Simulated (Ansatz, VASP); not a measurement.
One calculation of InP, two programs

```xyz
2
Lattice="0.0000 2.9305 2.9305 2.9305 0.0000 2.9305 2.9305 2.9305 0.0000" Properties=species:S:1:pos:R:3 pbc="T T T"
In    0.0000    0.0000    0.0000
P     4.3957    4.3957    4.3957
```

Alike in both runs: functional PBEsol; k mesh 5 × 5 × 5; occupations fermi-dirac, width 0.05 eV; no spin polarisation.

```csv
,VASP,Ansatz
version,VASP 6.6.1,Ansatz 0.2.0
potentials or method,"VASP PAW PBE potentials, release 64 (In_d, P)",Ansatz PAW
plane-wave cutoff (eV),520,420
valence electrons in the cell,18,18
task,single point,band structure
```

|  | VASP | Ansatz | Ansatz less VASP |
| --- | --- | --- | --- |
| gap on the k mesh at the Fermi level (eV) | 0.61 | 0.61 | +0.002 |
| least direct gap on the mesh (eV) | 0.61 | 0.61 | +0.002 |
| pressure (GPa) | 0.6 | 0.6 | +0.02 |

VASP's potentials were made for PBE, not for PBEsol. With one functional, cell and mesh, what is left measures potentials, basis and numerics.
